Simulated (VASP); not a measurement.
Set up this calculation in VASP 6.6.1, as the native input.

* Task: single point
* Functional: PBE
* Potentials or basis: VASP PAW PBE potentials, release 64 (Si, Sn_d)
* Cutoff: 520 eV
* k mesh: 5 × 5 × 5
* Occupations: gaussian, width 0.2 eV
* Spin: no spin polarisation
* Dipole correction: no
* Further INCAR settings: ALGO = Normal; EDIFF = 1e-06; NBANDS = 41

The structure of Si4Sn lies in POSCAR:

```
Si4Sn
1.0
    1.9632288612      1.1334707115     17.0460103594
   -1.9632288612      1.1334707115     17.0460103594
    0.0000000000     -2.2669414230     17.0460103594
Si Sn
8 2
Direct
    0.0232178014      0.0232178014      0.0232178014
    0.9767821986      0.9767821986      0.9767821986
    0.3711748936      0.3711748936      0.3711748936
    0.4175525290      0.4175525290      0.4175525290
    0.7651593314      0.7651593314      0.7651593314
    0.2348406686      0.2348406686      0.2348406686
    0.6288251064      0.6288251064      0.6288251064
    0.5824474710      0.5824474710      0.5824474710
    0.8168123994      0.8168123994      0.8168123994
    0.1831876006      0.1831876006      0.1831876006
```

The input as run:

INCAR

```
SYSTEM = Si4Sn
ALGO     = Normal         ! electronic algorithm
EDIFF    = 1E-6           ! SCF threshold, eV
ENCUT    = 520            ! plane-wave cutoff, eV
GGA      = PE             ! functional
ISIF     = 2              ! what is computed and relaxed
ISMEAR   = 0              ! smearing method
LASPH    = .True.         ! aspherical terms in the spheres
LCHARG   = .False.        ! write CHGCAR
LREAL    = .False.        ! projectors in reciprocal space
LWAVE    = .False.        ! write WAVECAR
NBANDS   = 41             ! bands
NELM     = 80             ! most SCF steps
PREC     = Accurate       ! precision mode
SIGMA    = 0.2            ! smearing width, eV
```

KPOINTS

```
k-points
0
Gamma
  5 5 5
  0 0 0
```

Potentials or basis: VASP PAW PBE potentials, release 64 (Si, Sn_d).

Launch:

```bash
$ cat potpaw_PBE.64/Si/POTCAR potpaw_PBE.64/Sn_d/POTCAR > POTCAR
$ mpirun -np 1 vasp_std > vasp.out
```

It gave:

```yaml
Pressure: -0.2 GPa
Largest_force: 0.028 eV/Å
Band_gap_on_the_k_mesh: zero (band 30 reaches 7.08 eV, above the bottom of band 31 at 6.02 eV)
```

Caveat: the k points lie up to 0.37 Å⁻¹ apart; spin-orbit coupling is left out, which moves the levels of the heavy elements.

It took 41 min on 1 thread of Intel(R) Xeon(R) 6975P-C (Granite Rapids), on a shared host, peak memory 3 GiB.
